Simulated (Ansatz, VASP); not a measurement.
BeTe: VASP beside Ansatz

```
Be Te
1.0
     2.77722    2.77722    0.00000
    -2.77722    2.77722    0.00000
     0.00000    2.77722    2.77722
Be Te
1 1
Cartesian
  0.0000 0.0000 0.0000
  1.3886 4.1658 1.3886
```

Alike in both runs: functional LDA; k mesh 12 × 12 × 12; occupations fermi-dirac, width 0.08 eV; no spin polarisation.

Ansatz relaxed the structure, and its values are those at the end. VASP's run is a single point on that final structure, the one shown.

|  | VASP | Ansatz |
| --- | --- | --- |
| version | VASP 6.6.1 | Ansatz 0.2.0 |
| potentials or method | VASP PAW LDA potentials, release 64 (Be, Te) | PAW with Ansatz's default frozen-core files, scalar-relativistic |
| plane-wave cutoff (eV) | 520 | 420 |
| valence electrons in the cell | 8 | 18 |

Ansatz gave:

| Quantity | Value |
| --- | --- |
| pressure (GPa) | 0.0 |

Task: Which values does VASP return?

Result: Pressure (GPa): 0.3.

LDA's correlation is that of Perdew and Zunger in VASP and of Perdew and Wang (1992) in Ansatz. VASP's potentials hold 8 valence electrons a cell and Ansatz's 18, so a difference there can come from the potentials and not from the codes.

Neither program's run includes spin-orbit coupling.
